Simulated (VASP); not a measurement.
# WSe: relaxation of cell and atoms with r2SCAN

WSe:

```xyz
2
Lattice="3.5107 0.0000 0.0000 0.0000 3.5107 0.0000 0.0000 0.0000 3.5107" Properties=species:S:1:pos:R:3 pbc="T T T"
W     0.0000    0.0000    0.0000
Se    1.7554    1.7554    1.7554
```

```
Program                : VASP 6.6.1
Task                   : relaxation of cell and atoms
Functional             : r2SCAN
Potentials or basis    : VASP PAW PBE potentials, release 64 (W_sv, Se)
Cutoff                 : 600 eV
k mesh                 : 6 × 6 × 6
Occupations            : gaussian, width 0.1 eV
Spin                   : collinear spin, ferrimagnetic start
Starting moments       : [1.84, -0.19] μB
Dipole correction      : no
Further INCAR settings : ALGO = Normal; EDIFF = 1e-06; IBRION = 2; EDIFFG = -0.04; NSW = 90; ISIF = 3
```

| Quantity | Value |
| --- | --- |
| Relaxed volume | 15.39 Å³/atom |
| Relaxed cell | a = 3.134 Å, b = 3.134 Å, c = 3.134 Å, α = 90.00°, β = 90.00°, γ = 90.00° |
| Space group after relaxing (to 0.05 Å) | Pm-3m (No. 221) |
| Energy gained by relaxing | 764.8 meV/atom |
| Ionic steps | 7 |
| Pressure after relaxing | 0.0 GPa |
| Band gap on the k mesh | zero (filled and empty bands overlap) |
| Net moment | 0.00 μB per cell |
| Valence electrons inside the program's atomic spheres | W 11.94; Se 3.97 |

The path:
| step | energy change (eV) | largest force (eV/Å) | pressure (GPa) | volume (Å³) |
| --- | --- | --- | --- | --- |
| 1 | 0.0000 | 0.0000 | -25.45 | 43.27 |
| 2 | -0.4733 | 0.0000 | 72.00 | 25.12 |
| 3 | -1.5258 | 0.0000 | -2.92 | 31.19 |
| 4 | -1.5294 | 0.0000 | -0.77 | 30.88 |
| 5 | -1.5294 | 0.0000 | 0.83 | 30.66 |
| 6 | -1.5286 | 0.0000 | -1.52 | 30.99 |
| 7 | -1.5297 | 0.0000 | 0.01 | 30.77 |

Final structure:
```
CELL_PARAMETERS angstrom
3.13368 0.00000 0.00000
0.00000 3.13368 0.00000
0.00000 0.00000 3.13368
ATOMIC_POSITIONS crystal
W 0.00000 0.00000 0.00000
Se 0.50000 0.50000 0.50000
```

Levels at points of the mesh, in eV from the Fermi level:
Spin up:
```csv
k point,band 7,band 8,band 9,band 10,band 11,band 12,band 13,band 14
"(0.00, 0.00, 0.00)",-4.38,-2.64,-2.64,-2.64,0.88,0.88,0.88,1.90
"(0.50, 0.00, 0.00)",-4.50,-4.50,-3.33,1.31,2.37,4.81,4.81,5.19
"(0.50, 0.50, 0.00)",-7.29,-4.53,-1.17,-1.17,-0.95,0.47,2.90,4.40
"(0.50, 0.50, 0.50)",-8.69,-8.69,2.10,2.10,2.10,3.05,3.05,5.55
```
Spin down:
| k point | band 6 | band 7 | band 8 | band 9 | band 10 | band 11 | band 12 | band 13 | band 14 | band 15 |
| --- | --- | --- | --- | --- | --- | --- | --- | --- | --- | --- |
| (0.00, 0.00, 0.00) | -4.38 | -4.38 | -2.64 | -2.64 | -2.64 | 0.88 | 0.88 | 0.88 | 1.90 | 10.17 |
| (0.50, 0.00, 0.00) | -10.52 | -4.50 | -4.50 | -3.33 | 1.31 | 2.37 | 4.81 | 4.81 | 5.19 | 5.56 |
| (0.50, 0.50, 0.00) | -7.29 | -7.29 | -4.53 | -1.17 | -1.17 | -0.95 | 0.47 | 2.90 | 4.40 | 10.30 |
| (0.50, 0.50, 0.50) | -8.69 | -8.69 | -8.69 | 2.10 | 2.10 | 2.10 | 3.05 | 3.05 | 5.55 | 5.55 |

It took 4.5 min on 1 thread of Intel(R) Xeon(R) 6975P-C (Granite Rapids), on a shared host, peak memory 0.22 GiB.

Caveat: the volume moved by over 15 % at a fixed basis, so the end points are rough; the PAW data sets were made with another functional, which shifts forces and pressure a little; spin-orbit coupling is left out, which moves the levels of the heavy elements.
